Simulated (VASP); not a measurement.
# Ge2Sb2Te5 (P-3m1) in VASP: further runs, part 2 of 2

VASP 6.6.1.

## 3. Single point, PBE

This run uses another cell than the first one, of 36.83 Å³/atom.

Contents of INCAR:

```
ALGO = Normal
EDIFF = 1E-6
ENCUT = 520
GGA = PE
ISIF = 2
ISMEAR = 0
LASPH = True
LCHARG = False
LREAL = False
LWAVE = False
NBANDS = 44
NELM = 80
PREC = Accurate
SIGMA = 0.03
```

Contents of KPOINTS:

```
k-points
0
Gamma
  9 9 2
```

Contents of POSCAR:

```
Ge2Sb2Te5
1.0
    4.5625000000      0.0000000000      0.0000000000
   -2.2812500000      3.9512409048      0.0000000000
    0.0000000000      0.0000000000     18.3880000000
Ge Sb Te
2 2 5
Direct
    0.0000000000      0.0000000000      0.3314713560
    0.0000000000      0.0000000000      0.6685286440
    0.3333333333      0.6666666667      0.1121550832
    0.6666666667      0.3333333333      0.8878449168
    0.0000000000      0.0000000000      0.0000000000
    0.3333333333      0.6666666667      0.7913602895
    0.6666666667      0.3333333333      0.2086397105
    0.3333333333      0.6666666667      0.4097504733
    0.6666666667      0.3333333333      0.5902495267
```

Potentials or basis: VASP PAW PBE potentials, release 64 (Ge_d, Sb, Te).

Launch:

```
$ cat potpaw_PBE.64/Ge_d/POTCAR potpaw_PBE.64/Sb/POTCAR potpaw_PBE.64/Te/POTCAR > POTCAR
$ mpirun -np 1 vasp_std > vasp.out
```

OUTCAR:

```text
EDIFF = 1E-6
   ENCUT = 520
   GGA = PE
   ISIF = 2
   ISMEAR = 0
   LASPH = True
   LREAL = False
   NELM = 80
   PREC = Accurate

 ion  position               nearest neighbor table
   1  0.000  0.000  0.331-   8 3.00   8 3.00   8 3.00
   2  0.000  0.000  0.669-   9 3.00   9 3.00   9 3.00
   3  0.333  0.667  0.112-   7 3.18   7 3.18   7 3.18   5 3.35   5 3.35   5 3.35
   4  0.667  0.333  0.888-   6 3.18   6 3.18   6 3.18   5 3.35   5 3.35   5 3.35
   5  0.000  0.000  0.000-   3 3.35   4 3.35   4 3.35   3 3.35   4 3.35   3 3.35
   6  0.333  0.667  0.791-   4 3.18   4 3.18   4 3.18
   7  0.667  0.333  0.209-   3 3.18   3 3.18   3 3.18
   8  0.333  0.667  0.410-   1 3.00   1 3.00   1 3.00
   9  0.667  0.333  0.590-   2 3.00   2 3.00   2 3.00

  LATTYP: Found a hexagonal cell.
 ALAT       =     4.5625000000
 C/A-ratio  =     4.0302465753

  Lattice vectors:

 A1 = (   4.5625000000,   0.0000000000,   0.0000000000)
 A2 = (  -2.2812500000,   3.9512409048,   0.0000000000)
 A3 = (   0.0000000000,   0.0000000000,  18.3880000000)

Analysis of symmetry for initial positions (statically):
=====================================================================
 Subroutine PRICEL returns:
 Original cell was already a primitive cell.

 Routine SETGRP: Setting up the symmetry group for a
 hexagonal supercell.

 Subroutine GETGRP returns: Found 12 space group operations
 (whereof 12 operations were pure point group operations)
 out of a pool of 24 trial point group operations.

The static configuration has the point symmetry D_3d.

Analysis of symmetry for dynamics (positions and initial velocities):
=====================================================================
 Subroutine PRICEL returns:
[... 144 lines left out ...]
  Fermi-wavevector in a.u.,A,eV,Ry     =   0.965504  1.824538 12.683329  0.932198
  Thomas-Fermi vector in A             =   2.095227
   LORBIT       =      0    0 simple, 1 ext, 2 COOP (PROOUT), +10 PAW based schemes
   GGA     = PE    functional components
   LHFCALC =     F    Hartree Fock is set to
   AEXX    =    0.0000 exact exchange contribution
   IVDW    =     0    specifies the selected vdW correction
   LEPSILON=     F    determine dielectric tensor
   LRPA    =     F    only Hartree local field effects (RPA)
 non-spin polarized calculation
 Gauss-broadening in eV      SIGMA  =   0.03
  energy-cutoff  :      520.00
  volume of cell :      331.49
 maximum number of plane-waves:      9003
 NGX is ok and might be reduce to    36
   NGX = 17   NGY = 17   NGZ = 69

 number of electron      68.0000013 magnetization

 Free energy of the ion-electron system (eV)
  ---------------------------------------------------
  ext. energy  EPLUGINS =         0.00000000
  ---------------------------------------------------
  free energy    TOTEN  =       -32.94977002 eV

  energy without entropy =      -32.94976545  energy(sigma->0) =      -32.94976773

 E-fermi :   4.1087     XC(G=0):  -8.5519

 val. band max:        4.0376073120   @ k =   0.1111   0.0000   0.5000
 cond. band min:       4.1797767635   @ k =   0.1111   0.0000   0.5000
 fundamental gap:      0.1421694515
 Fermi energy:         4.1086928404

 k-point     1 :       0.0000    0.0000    0.0000
  band No.  band energies     occupation
      1     -20.6195      2.00000
      2     -20.6195      2.00000
      3     -20.6195      2.00000
      4     -20.6195      2.00000
      5     -20.6164      2.00000
      6     -20.6164      2.00000
[... 1117 lines left out ...]
     43       7.6050      0.00000
     44       7.7872      0.00000

------------------------ aborting loop because EDIFF is reached ----------------------------------------

  FORCE on cell =-STRESS in cart. coord.  units (eV):
  Direction    XX          YY          ZZ          XY          YZ          ZX
  --------------------------------------------------------------------------------------
  -------------------------------------------------------------------------------------
  Total      -11.5628542    -11.5628542     -8.0940123      0.0000000      0.0000000      0.0000000
  in kB      -55.8862217    -55.8862217    -39.1204245      0.0000000      0.0000000      0.0000000
  external PRESSURE =     -50.2976227 kB  Pullay stress =       0.0000000 kB

 VOLUME and BASIS-vectors are now :
 -----------------------------------------------------------------------------
  energy-cutoff  :      520.00
  volume of cell :      331.49
      direct lattice vectors                 reciprocal lattice vectors
     4.562500000  0.000000000  0.000000000     0.219178082  0.126542525  0.000000000
    -2.281250000  3.951240905  0.000000000     0.000000000  0.253085050  0.000000000
     0.000000000  0.000000000 18.388000000     0.000000000  0.000000000  0.054383293

 POSITION                                       TOTAL-FORCE (eV/Angst)
 -----------------------------------------------------------------------------------
      0.00000      0.00000      6.09510         0.000000      0.000000      0.457994
      0.00000      0.00000     12.29290        -0.000000     -0.000000     -0.457994
     -0.00000      2.63416      2.06231         0.000000      0.000000      0.242846
      2.28125      1.31708     16.32569        -0.000000     -0.000000     -0.242846
      0.00000      0.00000      0.00000        -0.000000      0.000000     -0.000000
     -0.00000      2.63416     14.55153        -0.000000      0.000000      0.621711
      2.28125      1.31708      3.83647         0.000000     -0.000000     -0.621711
     -0.00000      2.63416      7.53449         0.000000      0.000000     -0.535050
      2.28125      1.31708     10.85351        -0.000000      0.000000      0.535050
 -----------------------------------------------------------------------------------
    total drift:                               -0.000000      0.000000      0.000000

  FREE ENERGIE OF THE ION-ELECTRON SYSTEM (eV)
  ---------------------------------------------------
  free  energy   TOTEN  =       -32.9497700158 eV

  energy  without entropy=      -32.9497654453  energy(sigma->0) =      -32.94976773
```

stdout:

```text
POSCAR found type information on POSCAR GeSbTe
 POSCAR found :  3 types and       9 ions
 scaLAPACK will be used
 LDA part: xc-table for (Slater+PW92), standard interpolation
 POSCAR, INCAR and KPOINTS ok, starting setup
 FFT: planning ... GRIDC
 FFT: planning ... GRID_SOFT
 FFT: planning ... GRID
 WAVECAR not read
 entering main loop
```

Wall time 3.3 min (1 thread of Intel Xeon 6975P-C (Granite Rapids), shared host); peak memory 0.63 GiB.

What came out:

```
Free energy            : -32.9498 eV
Pressure               : -5.0 GPa
Largest force          : 0.622 eV/Å
Band gap on the k mesh : 0.14 eV
```

Forces on the atoms (eV/Å):
```
Ge   0.000  0.000  0.458
Ge   0.000  0.000 -0.458
Sb   0.000  0.000  0.243
Sb   0.000  0.000 -0.243
Te   0.000  0.000  0.000
Te   0.000  0.000  0.622
Te   0.000  0.000 -0.622
Te   0.000  0.000 -0.535
Te   0.000  0.000  0.535
```

Caveat: the cell stands under tension; spin-orbit coupling is left out, which moves the levels of the heavy elements; this functional lacks dispersion, which binds layers or chains, so the pressure and a relaxed spacing across them are unreliable. A k mesh can miss the band edges.

## 4. Single point, PBE

This run uses another cell than the first one, of 32.70 Å³/atom.

Contents of INCAR:

```
ALGO = Normal
EDIFF = 1E-7
ENCUT = 520
GGA = PE
ISIF = 2
ISMEAR = 0
LASPH = True
LCHARG = True
LELF = True
LREAL = False
LVHAR = True
LWAVE = False
NBANDS = 44
NELM = 60
PREC = Accurate
SIGMA = 0.03
```

KPOINTS is that of step 3.

POSCAR, as its differences from that of step 3:

```diff
@@ -2,5 +2,5 @@
 1.0
-    4.5625000000      0.0000000000      0.0000000000
-   -2.2812500000      3.9512409048      0.0000000000
-    0.0000000000      0.0000000000     18.3880000000
+    4.2639992940      0.0000000000      0.0000000000
+   -2.1319996470      3.6927317103      0.0000000000
+    0.0000000000      0.0000000000     18.6894000000
 Ge Sb Te
```

Launch:

```
$ cat potpaw_PBE.64/Ge_d/POTCAR potpaw_PBE.64/Sb/POTCAR potpaw_PBE.64/Te/POTCAR > POTCAR
$ mpirun -np 1 vasp_std > vasp.out
```

Wall time 9.7 min (1 thread of Intel Xeon Platinum 8488C (Sapphire Rapids), shared host); peak memory 0.54 GiB.

The run converged. Its results:

| Item | Value |
| --- | --- |
| Free energy | -33.7946 eV |
| Pressure | -1.4 GPa |
| Largest force | 0.270 eV/Å |
| Band gap on the k mesh | 0.07 eV (least direct gap 0.14 eV) |

Forces on the atoms (eV/Å):
```
Ge   0.000  0.000  0.173
Ge   0.000  0.000 -0.173
Sb   0.000  0.000  0.075
Sb   0.000  0.000 -0.075
Te   0.000  0.000  0.000
Te   0.000  0.000  0.270
Te   0.000  0.000 -0.270
Te   0.000  0.000 -0.259
Te   0.000  0.000  0.259
```

Stress tensor (GPa, compression positive):
```
-1.03  0.00  0.00
 0.00 -1.03  0.00
 0.00  0.00 -2.05
```

Levels at points of the mesh, in eV from the valence-band top:
```
           k point  band 30  band 31  band 32  band 33  band 34  band 35  band 36  band 37  band 38  band 39
(0.00, 0.00, 0.00)    -1.25    -1.25    -1.23    -1.12     0.00     0.14     0.25     0.25     1.07     1.07
(0.00, 0.00, 0.50)    -1.31    -1.30    -1.30    -0.92    -0.05     0.18     0.26     0.26     1.04     1.04
```

Caveat: spin-orbit coupling is left out, which moves the levels of the heavy elements; this functional lacks dispersion, which binds layers or chains, so the pressure and a relaxed spacing across them are unreliable. A k mesh can miss the band edges.

## 5. The runs side by side

```tsv
cell	gap on the mesh (eV)	pressure (GPa)	largest force (eV/Å)
a = 4.463, b = 4.463, c = 18.991 Å, angles 90.0, 90.0, 120.0°, 9 atoms	0.17	-4.7	0.71
a = 4.562, b = 4.563, c = 18.388 Å, angles 90.0, 90.0, 120.0°, 9 atoms	0.14	-5.0	0.62
a = 4.264, b = 4.264, c = 18.689 Å, angles 90.0, 90.0, 120.0°, 9 atoms	0.07	-1.4	0.27
```

Alike in all rows: task single point; level PBE; potentials or basis VASP PAW PBE potentials, release 64 (Ge_d, Sb, Te); no spin polarisation; k mesh 9 × 9 × 2; cutoff (eV) 520; smearing gaussian 0.03 eV.

Caveats: spin-orbit coupling is left out, which moves the levels of the heavy elements; this functional lacks dispersion, which binds layers or chains, so the pressure and a relaxed spacing across them are unreliable; the cell stands under tension (at least some runs).

Total energies depend on the potentials used, so only differences within one code and one set of settings carry meaning.
